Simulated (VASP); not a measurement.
Input of a VASP 6.6.1 run:

INCAR

```
ALGO = Normal
EDIFF = 1E-6
ENCUT = 520
GGA = PS
ISIF = 2
ISMEAR = 0
LASPH = True
LCHARG = False
LREAL = False
LWAVE = False
NBANDS = 28
NELM = 100
PREC = Accurate
SIGMA = 0.15
```

File KPOINTS:

```
k-points
0
Gamma
  10 10 8
```

The input POSCAR:

```
SnO
1.0
    3.5380000000      0.0000000000      0.0000000000
    0.0000000000      3.5380000000      0.0000000000
    0.0000000000      0.0000000000      4.7505758764
Sn O
2 2
Direct
    0.0000000000      0.5000000000      0.2424656060
    0.5000000000      0.0000000000      0.7575343940
    0.0000000000      0.0000000000      0.0000000000
    0.5000000000      0.5000000000      0.0000000000
```

Potentials or basis: VASP PAW PBE potentials, release 64 (Sn_d, O).

Launch:

```bash
$ cat potpaw_PBE.64/Sn_d/POTCAR potpaw_PBE.64/O/POTCAR > POTCAR
$ mpirun -np 1 vasp_std > vasp.out
```

Q: What does it give for the band gap on the k mesh?

A: Zero (bands 20 and 21 overlap by 1.07 eV).

Q: Estimate the largest force.

A: 2.369 eV/Å.

Q: Predict the pressure.

A: 21.6 GPa.

Stress tensor (GPa, compression positive):
```
25.34  0.00  0.00
 0.00 25.34  0.00
 0.00  0.00 14.22
```

Caveat: the cell stands under pressure; the PAW data sets were made with another functional, which shifts forces and pressure a little; spin-orbit coupling is left out, which moves the levels of the heavy elements.
